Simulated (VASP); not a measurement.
Set up this calculation in VASP 6.6.1, as the native input.

- Task: single point
- Functional: PBEsol
- Potentials or basis: VASP PAW PBE potentials, release 64 (Pb_d, Te)
- Cutoff: 520 eV
- k mesh: 5 × 5 × 5
- Occupations: fermi-dirac, width 0.05 eV
- Spin: non-collinear spin, zero start, spin-orbit coupling
- Starting moments: [[0.0, 0.0, 0.0], [0.0, 0.0, 0.0]] μB
- Dipole correction: no
- Further INCAR settings: ALGO = Normal; EDIFF = 1e-06; NBANDS = 32

The structure of TePb lies in POSCAR:

```
TePb
1.0
    0.0000000000      3.2310000000      3.2310000000
    3.2310000000      0.0000000000      3.2310000000
    3.2310000000      3.2310000000      0.0000000000
Pb Te
1 1
Direct
    0.0000000000      0.0000000000      0.0000000000
    0.5000000000      0.5000000000      0.5000000000
```

These files were run (other wordings do the same):

INCAR

```
SYSTEM = TePb
PREC = Accurate
ENCUT = 520
EDIFF = 1E-6
ISMEAR = -1
SIGMA = 0.05
LREAL = .False.
LASPH = .True.
NELM = 150
ALGO = Normal
ISIF = 2
LWAVE = .False.
LCHARG = .True.
MAGMOM = 0 0 0 0 0 0
LORBIT = 11
LSORBIT = .True.
GGA_COMPAT = .False.
LORBMOM = .True.
GGA = PS
LVHAR = .True.
NBANDS = 32
```

KPOINTS

```
Automatic mesh
0
Gamma
  5 5 5
  0 0 0
```

Potentials or basis: VASP PAW PBE potentials, release 64 (Pb_d, Te).

Launch:

```bash
$ cat potpaw_PBE.64/Pb_d/POTCAR potpaw_PBE.64/Te/POTCAR > POTCAR
$ mpirun -np 1 vasp_ncl > vasp.out
```

It gave:

```yaml
Pressure: -0.5 GPa
Net_moment: 0.00 μB per cell
Valence_electrons_inside_the_program's_atomic_spheres: Pb 11.88; Te 3.37
```

Caveat: the PAW data sets were made with another functional, which shifts forces and pressure a little.

It took 52 s on 1 thread of Intel(R) Xeon(R) Platinum 8375C CPU @ 2.90GHz (Ice Lake) (shared host), peak memory 0.39 GiB.
